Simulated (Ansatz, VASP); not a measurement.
## One calculation of SnO2, two programs

```
Sn O
1.0
     3.23734    1.86908    4.29084
    -3.23734    1.86908    4.29084
     0.00000   -3.73816    4.29084
Sn O
4 8
Direct
  0.86357 0.86538 0.86538
  0.36360 0.36538 0.86539
  0.36360 0.86539 0.36538
  0.86358 0.36539 0.36539
  0.10103 0.63123 0.63123
  0.60104 0.13127 0.63123
  0.60104 0.63123 0.13127
  0.63744 0.59389 0.59389
  0.10104 0.13126 0.13126
  0.13747 0.09384 0.59389
  0.13747 0.59389 0.09384
  0.63741 0.09387 0.09387
```

Change from the starting cell: mode 20 frozen in at +0.025 Å and mode 26 at -0.138 Å (largest displacements).

Alike in both runs: task single point; functional PBE; dispersion D3(BJ); k mesh 6 × 6 × 6; occupations gaussian, width 0.05 eV; no spin polarisation.

```csv
,VASP,Ansatz
version,VASP 6.6.1,Ansatz 0.2.0
potentials or method,"VASP PAW PBE potentials, release 64 (Sn_d, O), cutoff 520 eV","scalar-relativistic, plane waves, PAW"
valence electrons in the cell,104,104
```

Ansatz gave:

| Property | Result |
| --- | --- |
| gap on the k mesh at the Fermi level (eV) | 1.46 |
| least direct gap on the mesh (eV) | 1.46 |
| pressure (GPa) | 2.9 |
| traceless stress, the component that is largest in VASP (GPa) | -10.67 |
| rms of the force components (eV/Å) | 0.907 |

Task: Estimate VASP's values.

Result: gap on the k mesh at the Fermi level (eV): 1.44; least direct gap on the mesh (eV): 1.44; pressure (GPa): 3.6; traceless stress, the component that is largest in VASP (GPa): -10.87; rms of the force components (eV/Å): 0.928.

Atom by atom the forces differ by 0.032 eV/Å (rms over components).
